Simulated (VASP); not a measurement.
Write the native input for VASP 6.6.1 that does the following.

| Item | Value |
| --- | --- |
| Task | single point |
| Functional | PBE |
| Potentials or basis | VASP PAW PBE potentials, release 64 (Ba_sv, H) |
| Cutoff | 520 eV |
| k mesh | 6 × 6 × 6 |
| Occupations | gaussian, width 0.1 eV |
| Spin | no spin polarisation |
| Dipole correction | no |
| Further INCAR settings | ALGO = Normal; EDIFF = 1e-07; NBANDS = 15 |

The structure of BaH4 lies in POSCAR:

```
BaH4
1.0
   -2.1814852000      2.1814852000      3.3756763000
    2.1814852000     -2.1814852000      3.3756763000
    2.1814852000      2.1814852000     -3.3756763000
Ba H
1 4
Direct
    0.0000000000      0.0000000000      0.0000000000
    0.2500000000      0.7500000000      0.5000000000
    0.7500000000      0.2500000000      0.5000000000
    0.4433410000      0.4433410000      0.0000000000
    0.5566590000      0.5566590000      0.0000000000
```

The cell was built from a structure type or drawn by symmetry, and may not be a known phase.

The input as run:

INCAR

```
  ALGO = Normal
  EDIFF = 1E-7
  ENCUT = 520
  GGA = PE
  ISIF = 2
  ISMEAR = 0
  LASPH = True
  LCHARG = True
  LELF = True
  LREAL = False
  LVHAR = True
  LWAVE = False
  NBANDS = 15
  NELM = 60
  PREC = Accurate
  SIGMA = 0.1
```

KPOINTS

```
k-points
0
Gamma
  6 6 6
```

Potentials or basis: VASP PAW PBE potentials, release 64 (Ba_sv, H).

The run is started by

```bash
$ cat potpaw_PBE.64/Ba_sv/POTCAR potpaw_PBE.64/H/POTCAR > POTCAR
$ mpirun -np 1 vasp_std > vasp.out
```

It gave:

The pressure is 0.4 GPa, the largest force is 0.017 eV/Å and the band gap on the k mesh is 2.22 eV (least direct gap 2.74 eV).

Caveat: spin-orbit coupling is left out, which moves the levels of the heavy elements.

Run time: 26 s on 1 thread of Intel(R) Xeon(R) 6975P-C (Granite Rapids), on a shared host, peak memory 0.2 GiB.
